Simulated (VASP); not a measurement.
# Hg (Pm-3m) in VASP: a series of runs

Hg is run at these levels: PBE, r2SCAN; tasks: single point.

Everything below comes from runs of VASP 6.6.1. Logs are shortened: lines on timing, memory, paths and dates and some standing lists are left out, and cuts for length are marked.

**1. The cell of the first run**

The structure is cubic, space group Pm-3m (No. 221). The conventional cell has a = 3.171 Å, b = 3.171 Å, c = 3.171 Å, α = 90.00°, β = 90.00°, γ = 90.00°. Hg (site symmetry m-3m) has 6 Hg at 3.17 Å within 4.2 Å.

**2. Single point, PBE**

The input, INCAR:

```
SYSTEM = Hg
PREC = Accurate
ENCUT = 520
EDIFF = 1E-6
ISMEAR = -1
SIGMA = 0.06122561905347299
LREAL = .FALSE.
LASPH = .TRUE.
NELM = 100
ALGO = Normal
ISIF = 2
LWAVE = .FALSE.
LCHARG = .TRUE.
GGA = PE
LELF = .TRUE.
LVHAR = .TRUE.
NBANDS = 12
```

The input, KPOINTS:

```
regular mesh
0
G
  12 12 12
  0 0 0
```

The input, POSCAR:

```
Hg
1.0
    3.1709092214      0.0000000000      0.0000000000
    0.0000000000      3.1709092214      0.0000000000
    0.0000000000      0.0000000000      3.1709092214
Hg
1
Direct
    0.0000000000      0.0000000000      0.0000000000
```

Potentials or basis: VASP PAW PBE potentials, release 64 (Hg).

Started as:

```console
$ cat potpaw_PBE.64/Hg/POTCAR > POTCAR
$ mpirun -np 1 vasp_std > vasp.out
```

OUTCAR:

```text
SYSTEM = Hg
   PREC = Accurate
   ENCUT = 520
   EDIFF = 1E-6
   ISMEAR = -1
   LREAL = .FALSE.
   LASPH = .TRUE.
   NELM = 100
   ISIF = 2
   GGA = PE

 ion  position               nearest neighbor table
   1  0.000  0.000  0.000-

  LATTYP: Found a simple cubic cell.
 ALAT       =     3.1709092214

  Lattice vectors:

 A1 = (   3.1709092214,   0.0000000000,   0.0000000000)
 A2 = (   0.0000000000,   3.1709092214,   0.0000000000)
 A3 = (   0.0000000000,   0.0000000000,   3.1709092214)

Analysis of symmetry for initial positions (statically):
=====================================================================
 Subroutine PRICEL returns:
 Original cell was already a primitive cell.

 Routine SETGRP: Setting up the symmetry group for a
 simple cubic supercell.

 Subroutine GETGRP returns: Found 48 space group operations
 (whereof 48 operations were pure point group operations)
 out of a pool of 48 trial point group operations.

The static configuration has the point symmetry O_h .

Analysis of symmetry for dynamics (positions and initial velocities):
=====================================================================
 Subroutine PRICEL returns:
 Original cell was already a primitive cell.

 Routine SETGRP: Setting up the symmetry group for a
 simple cubic supercell.

 Subroutine GETGRP returns: Found 48 space group operations
 (whereof 48 operations were pure point group operations)
 out of a pool of 48 trial point group operations.

The dynamic configuration has the point symmetry O_h .

 Subroutine INISYM returns: Found 48 space group operations
 (whereof 48 operations are pure point group operations),
 and found     1 'primitive' translations

----------------------------------------------------------------------------------------

                                     Primitive cell

  volume of cell :      31.8824

  direct lattice vectors                    reciprocal lattice vectors
     3.170909221  0.000000000  0.000000000     0.315366959  0.000000000  0.000000000
     0.000000000  3.170909221  0.000000000     0.000000000  0.315366959  0.000000000
     0.000000000  0.000000000  3.170909221     0.000000000  0.000000000  0.315366959

  length of vectors
     3.170909221  3.170909221  3.170909221     0.315366959  0.315366959  0.315366959

  position of ions in fractional coordinates (direct lattice)
     0.000000000  0.000000000  0.000000000

  ion indices of the primitive-cell ions
   primitive index   ion index
                 1           1

----------------------------------------------------------------------------------------

 KPOINTS: regular mesh

Automatic generation of k-mesh.
 Grid dimensions read from file:
 generate k-points for:   12   12   12

 Generating k-lattice:

  Cartesian coordinates                     Fractional coordinates (reciprocal lattice)
     0.026280580  0.000000000  0.000000000     0.083333333  0.000000000  0.000000000
     0.000000000  0.026280580  0.000000000     0.000000000  0.083333333  0.000000000
     0.000000000  0.000000000  0.026280580     0.000000000  0.000000000  0.083333333

  Length of vectors
     0.026280580  0.026280580  0.026280580

  Shift w.r.t. Gamma in fractional coordinates (k-lattice)
     0.000000000  0.000000000  0.000000000

 Subroutine IBZKPT returns following result:
 ===========================================

 Found     84 irreducible k-points:

 Following reciprocal coordinates:
            Coordinates               Weight
  0.000000  0.000000  0.000000      1.000000
  0.083333  0.000000  0.000000      6.000000
  0.166667  0.000000  0.000000      6.000000
  0.250000  0.000000  0.000000      6.000000
  0.333333  0.000000  0.000000      6.000000
  0.416667  0.000000  0.000000      6.000000
[... 16 lines left out ...]
  0.333333  0.333333  0.000000     12.000000
  0.416667  0.333333  0.000000     24.000000
 [... further k-points ...]
   k-points           NKPTS =     84   k-points in BZ     NKDIM =     84   number of bands    NBANDS=     12
   number of dos      NEDOS =    301   number of ions     NIONS =      1
   total plane-waves  NPLWV =  13824
   dimension x,y,z NGX =    24 NGY =   24 NGZ =   24
   dimension x,y,z NGXF=    48 NGYF=   48 NGZF=   48
   ions per type =               1
   NGX,Y,Z   is equivalent  to a cutoff of  12.58, 12.58, 12.58 a.u.
   NGXF,Y,Z  is equivalent  to a cutoff of  25.17, 25.17, 25.17 a.u.
 SYSTEM =  Hg
   PREC   = accura    normal or accurate (medium, high low for compatibility)
   ISTART =      0    job   : 0-new  1-cont  2-samecut
   ICHARG =      2    charge: 1-file 2-atom 10-const
   ISPIN  =      1    spin polarized calculation?
   LNONCOLLINEAR =      F non collinear calculations
   LSORBIT =      F    spin-orbit coupling
   LASPH  =      T    aspherical Exc in radial PAW
   ENCUT  =  520.0 eV  38.22 Ry    6.18 a.u.   5.90  5.90  5.90*2*pi/ulx,y,z
   NELM   =    100;   NELMIN=  2; NELMDL= -5     # of ELM steps
   EDIFF  = 0.1E-05   stopping-criterion for ELM
   LREAL  =      F    real-space projection
[... 7 lines left out ...]
   TEBEG  =    0.0;   TEEND  =   0.0 temperature during run
   PSTRESS=    0.0 pullay stress
   NELECT =      12.0000    total number of electrons
   NUPDOWN=      -1.0000    fix difference up-down
   EMIN   =  10.00;   EMAX   =-10.00  energy-range for DOS
   EFERMI =   0.00;   METHOD = LEGACY
   ISMEAR =    -1;   SIGMA  =   0.06  broadening in eV -4-tet -1-fermi 0-gaus
   EFERMI_NEDOS =   21; number of points for ismear=-14 and -15
   IALGO  =     38    algorithm
   IMIX   =      4    mixing-type and parameters
     AMIX     =   0.40;   BMIX     =  1.00
     AMIX_MAG =   1.60;   BMIX_MAG =  1.00
  volume/ion in A,a.u.               =      31.88       215.15
  Fermi-wavevector in a.u.,A,eV,Ry     =   1.182002  2.233659 19.009081  1.397128
  Thomas-Fermi vector in A             =   2.318264
   LORBIT       =      0    0 simple, 1 ext, 2 COOP (PROOUT), +10 PAW based schemes
   GGA     = PE    functional components
   LHFCALC =     F    Hartree Fock is set to
   AEXX    =    0.0000 exact exchange contribution
   IVDW    =     0    specifies the selected vdW correction
   LEPSILON=     F    determine dielectric tensor
   LRPA    =     F    only Hartree local field effects (RPA)
 non-spin polarized calculation
  energy-cutoff  :      520.00
  volume of cell :       31.88
 maximum number of plane-waves:       912
 NGX is ok and might be reduce to    24
   NGX = 11   NGY = 11   NGZ = 11

 number of electron      12.0000004 magnetization

 Free energy of the ion-electron system (eV)
  ---------------------------------------------------
  ext. energy  EPLUGINS =         0.00000000
  ---------------------------------------------------
  free energy    TOTEN  =        -0.16261442 eV

  energy without entropy =       -0.15772247  energy(sigma->0) =       -0.16016844

 E-fermi :   0.9229     XC(G=0):  -9.1570

 val. band max:        0.8862127586   @ k =   0.4167   0.4167   0.3333
 cond. band min:       0.9578266168   @ k =   0.5000   0.1667   0.1667
 fundamental gap:      0.0716138582
 Fermi energy:         0.9228903161

 k-point     1 :       0.0000    0.0000    0.0000
  band No.  band energies     occupation
      1      -6.4360      2.00000
      2      -6.4360      2.00000
      3      -6.3804      2.00000
      4      -4.9377      2.00000
      5      -4.9377      2.00000
      6      -4.9377      2.00000
      7      10.0628      0.00000
      8      10.0628      0.00000
      9      10.0628      0.00000
     10      12.9943      0.00000
     11      14.7828      0.00000
     12      14.7828      0.00000

 k-point     2 :       0.0833    0.0000    0.0000
  band No.  band energies     occupation
      1      -6.4279      2.00000
      2      -6.4025      2.00000
      3      -6.2410      2.00000
      4      -4.9705      2.00000
      5      -4.9705      2.00000
      6      -4.9350      2.00000
      7       8.8083      0.00000
      8      10.2133      0.00000
      9      10.2133      0.00000
     10      13.4785      0.00000
     11      14.7793      0.00000
     12      15.7522      0.00000

 k-point     3 :       0.1667    0.0000    0.0000
  band No.  band energies     occupation
      1      -6.4056      2.00000
      2      -6.3404      2.00000
      3      -5.7938      2.00000
      4      -5.0583      2.00000
      5      -5.0583      2.00000
      6      -4.9275      2.00000
      7       6.7182      0.00000
      8      10.6470      0.00000
      9      10.6470      0.00000
     10      13.8166      0.00000
     11      14.7687      0.00000
     12      18.0964      0.00000
[... 286 lines left out ...]
 k-point    23 :       0.3333    0.3333    0.0000
  band No.  band energies     occupation
      1      -6.1649      2.00000
      2      -5.8822      2.00000
      3      -5.2483      2.00000
      4      -5.2313      2.00000
      5      -5.1403      2.00000
      6      -2.5145      2.00000
      7       4.0376      0.00000
      8       4.7441      0.00000
      9      10.9814      0.00000
     10      14.3370      0.00000
     11      15.7804      0.00000
     12      18.5101      0.00000

 k-point    24 :       0.4167    0.3333    0.0000
  band No.  band energies     occupation
      1      -6.1338      2.00000
      2      -5.9964      2.00000
      3      -5.3173      2.00000
      4      -5.2277      2.00000
      5      -4.9512      2.00000
      6      -1.5341      2.00000
      7       2.5789      0.00000
      8       5.1647      0.00000
      9       9.7505      0.00000
     10      15.2171      0.00000
     11      16.2247      0.00000
     12      17.9982      0.00000

 [... further k-points ...]

------------------------ aborting loop because EDIFF is reached ----------------------------------------

  FORCE on cell =-STRESS in cart. coord.  units (eV):
  Direction    XX          YY          ZZ          XY          YZ          ZX
  --------------------------------------------------------------------------------------
  -------------------------------------------------------------------------------------
  Total       -0.0518213     -0.0518213     -0.0518213      0.0000000      0.0000000     -0.0000000
  in kB       -2.6041582     -2.6041582     -2.6041582      0.0000000      0.0000000     -0.0000000
  external PRESSURE =      -2.6041582 kB  Pullay stress =       0.0000000 kB

 VOLUME and BASIS-vectors are now :
 -----------------------------------------------------------------------------
  energy-cutoff  :      520.00
  volume of cell :       31.88
      direct lattice vectors                 reciprocal lattice vectors
     3.170909221  0.000000000  0.000000000     0.315366959  0.000000000  0.000000000
     0.000000000  3.170909221  0.000000000     0.000000000  0.315366959  0.000000000
     0.000000000  0.000000000  3.170909221     0.000000000  0.000000000  0.315366959

 POSITION                                       TOTAL-FORCE (eV/Angst)
 -----------------------------------------------------------------------------------
      0.00000      0.00000      0.00000         0.000000      0.000000      0.000000
 -----------------------------------------------------------------------------------
    total drift:                                0.000000      0.000000      0.000000

  FREE ENERGIE OF THE ION-ELECTRON SYSTEM (eV)
  ---------------------------------------------------
  free  energy   TOTEN  =        -0.1626144164 eV

  energy  without entropy=       -0.1577224703  energy(sigma->0) =       -0.16016844
```

It took 6 s on 1 thread of Intel Xeon 6975P-C (Granite Rapids), shared host; peak memory 0.15 GiB.

Results:

- Free energy: -0.1626 eV
- Pressure: -0.3 GPa
- Band gap on the k mesh: zero (band 6 reaches 3.95 eV, above the bottom of band 7 at -0.16 eV)

Caveat: spin-orbit coupling is left out, which moves the levels of the heavy elements.

**3. Single point, r2SCAN**

This run uses another cell than the first one, of 29.48 Å³/atom, 0.925 times its volume.

The input, POSCAR:

```
Hg
1.0
    3.0890424688      0.0000000000      0.0000000000
    0.0000000000      3.0890424688      0.0000000000
    0.0000000000      0.0000000000      3.0890424688
Hg
1
Direct
    0.0000000000      0.0000000000      0.0000000000
```

The input, INCAR.step1:

```
PREC = Accurate
ENCUT = 520
ISMEAR = -1
SIGMA = 0.1
LREAL = F
LASPH = T
NELM = 80
NBANDS = 12
GGA = PE
ALGO = Normal
EDIFF = 1E-4
LWAVE = T
LCHARG = F
```

The input, INCAR.step2:

```
PREC = Accurate
ENCUT = 520
EDIFF = 1E-7
ISMEAR = -1
SIGMA = 0.1
LREAL = F
LASPH = T
NELM = 80
ALGO = Normal
ISIF = 2
LWAVE = F
LCHARG = F
METAGGA = R2SCAN
LMIXTAU = T
NBANDS = 12
ISTART = 1
```

The input, KPOINTS:

```
regular mesh
0
Gamma
  11 11 11
```

Potentials or basis: VASP PAW PBE potentials, release 64 (Hg).

Started as:

```console
$ cat potpaw_PBE.64/Hg/POTCAR > POTCAR
$ cp INCAR.step1 INCAR
$ mpirun -np 1 vasp_std > vasp.out
$ cp INCAR.step2 INCAR
$ mpirun -np 1 vasp_std > vasp.out
```

It took 17 s on 1 thread of Intel Xeon 6975P-C (Granite Rapids), shared host; peak memory 0.15 GiB.

Results (log left out):

| Property | Result |
| --- | --- |
| Free energy | -49.3449 eV |
| Pressure | -1.3 GPa |
| Band gap on the k mesh | zero (band 6 reaches 3.82 eV, above the bottom of band 7 at 0.39 eV) |

Levels at points of the mesh, in eV from the Fermi level:
```
           k point  band 3  band 4  band 5  band 6  band 7  band 8  band 9  band 10
(0.00, 0.00, 0.00)   -7.97   -6.21   -6.21   -6.21    9.95    9.95    9.95    13.13
```

Caveat: the PAW data sets were made with another functional, which shifts forces and pressure a little; spin-orbit coupling is left out, which moves the levels of the heavy elements.

**4. Single point, r2SCAN**

This run uses another cell than the first one, of 30.38 Å³/atom, 0.953 times its volume.

The input, POSCAR:

```
Hg
1.0
    3.1202470300      0.0000000000      0.0000000000
    0.0000000000      3.1202470300      0.0000000000
    0.0000000000      0.0000000000      3.1202470300
Hg
1
Direct
    0.0000000000      0.0000000000      0.0000000000
```

The input, INCAR.step1:

```
SYSTEM = Hg
  PREC = Accurate
  ENCUT = 520
  ISMEAR = -1
  SIGMA = 0.1
  LREAL = .FALSE.
  LASPH = .TRUE.
  NELM = 60
  NBANDS = 12
  GGA = PE
  ALGO = Normal
  EDIFF = 1E-4
  LWAVE = .TRUE.
  LCHARG = .FALSE.
```

The input, INCAR.step2:

```
SYSTEM = Hg
  PREC = Accurate
  ENCUT = 520
  EDIFF = 1E-6
  ISMEAR = -1
  SIGMA = 0.1
  LREAL = .FALSE.
  LASPH = .TRUE.
  NELM = 60
  ALGO = Normal
  ISIF = 2
  LWAVE = .FALSE.
  LCHARG = .FALSE.
  METAGGA = R2SCAN
  LMIXTAU = .TRUE.
  NBANDS = 12
  ISTART = 1
```

The input, KPOINTS:

```
regular mesh
0
G
  11 11 11
  0 0 0
```

Started as:

```console
$ cat potpaw_PBE.64/Hg/POTCAR > POTCAR
$ cp INCAR.step1 INCAR
$ mpirun -np 1 vasp_std > vasp.out
$ cp INCAR.step2 INCAR
$ mpirun -np 1 vasp_std > vasp.out
```

Wall time 15 s (1 thread of Intel Xeon 6975P-C (Granite Rapids), shared host); peak memory 0.15 GiB.

Results (log left out):

* Free energy: -49.3372 eV
* Pressure: -1.6 GPa
* Band gap on the k mesh: zero (band 6 reaches 3.47 eV, above the bottom of band 7 at 0.28 eV)

Levels at points of the mesh, in eV from the Fermi level:
```
           k point  band 4  band 5  band 6  band 7  band 8  band 9
(0.00, 0.00, 0.00)   -6.20   -6.20   -6.20    9.77    9.77    9.77
```

Caveat: the PAW data sets were made with another functional, which shifts forces and pressure a little; spin-orbit coupling is left out, which moves the levels of the heavy elements.

**5. The runs side by side**

| level | cell | k mesh | smearing | gap on the mesh (eV) | pressure (GPa) |
| --- | --- | --- | --- | --- | --- |
| PBE | a = 3.171 Å, 1 atom | 12 × 12 × 12 | fermi-dirac 0.0612256 eV | none | -0.3 |
| r2SCAN | a = 3.089 Å, 1 atom | 11 × 11 × 11 | fermi-dirac 0.1 eV | none | -1.3 |
| r2SCAN | a = 3.120 Å, 1 atom | 11 × 11 × 11 | fermi-dirac 0.1 eV | none | -1.6 |

Alike in all rows: task single point; potentials or basis VASP PAW PBE potentials, release 64 (Hg); no spin polarisation; cutoff (eV) 520.

Caveats: spin-orbit coupling is left out, which moves the levels of the heavy elements; the PAW data sets were made with another functional, which shifts forces and pressure a little (some runs).

Absolute energies hang on the potentials; compare differences alone.
